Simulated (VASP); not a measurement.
Input of a VASP 6.6.1 run:

The input INCAR:

```
SYSTEM = Y3AlN4
PREC = Accurate
ENCUT = 600
EDIFF = 1E-6
ISMEAR = 0
SIGMA = 0.02
LREAL = .False.
LASPH = .True.
NELM = 60
ALGO = Normal
ISIF = 3
LWAVE = .False.
LCHARG = .False.
GGA = PE
IBRION = 2
NSW = 100
EDIFFG = -0.01
```

Contents of KPOINTS:

```
Automatic mesh
0
Gamma
  6 6 6
  0 0 0
```

Contents of POSCAR:

```
Y3AlN4
1.0
    5.0605583148      0.0000000000      0.0000000000
    0.0000000000      5.0605583148      0.0000000000
    0.0000000000      0.0000000000      5.0605583148
Y Al N
3 1 4
Direct
    0.5000000000      0.0000000000      0.0000000000
    0.0000000000      0.0000000000      0.5000000000
    0.0000000000      0.5000000000      0.0000000000
    0.5000000000      0.5000000000      0.5000000000
    0.7274156383      0.2725843617      0.7274156383
    0.7274156383      0.7274156383      0.2725843617
    0.2725843617      0.2725843617      0.2725843617
    0.2725843617      0.7274156383      0.7274156383
```

Potentials or basis: VASP PAW PBE potentials, release 64 (Y_sv, Al, N).

Run with:

```bash
$ cat potpaw_PBE.64/Y_sv/POTCAR potpaw_PBE.64/Al/POTCAR potpaw_PBE.64/N/POTCAR > POTCAR
$ mpirun -np 1 vasp_std > vasp.out
```

**Question.** Estimate the band gap on the k mesh.

**Answer.** 0.70 eV.

**Question.** What does it give for the space group after relaxing (to 0.1 Å)?

**Answer.** P-43m (No. 215).

**Question.** Predict the relaxed cell.

**Answer.** a = 5.058 Å, b = 5.058 Å, c = 5.058 Å, α = 90.00°, β = 90.00°, γ = 90.00°.

Final structure:
```
Y Al N
1.0
     5.05820    0.00000    0.00000
     0.00000    5.05820    0.00000
     0.00000    0.00000    5.05820
Y Al N
3 1 4
Cartesian
  2.5291 0.0000 0.0000
  5.0582 5.0582 2.5291
  0.0000 2.5291 0.0000
  2.5291 2.5291 2.5291
  3.6793 1.3789 3.6793
  3.6793 3.6793 1.3789
  1.3789 1.3789 1.3789
  1.3789 3.6793 3.6793
```

Caveat: semilocal functionals underestimate gaps, and a narrow one can read as zero. A k mesh can miss the band edges.
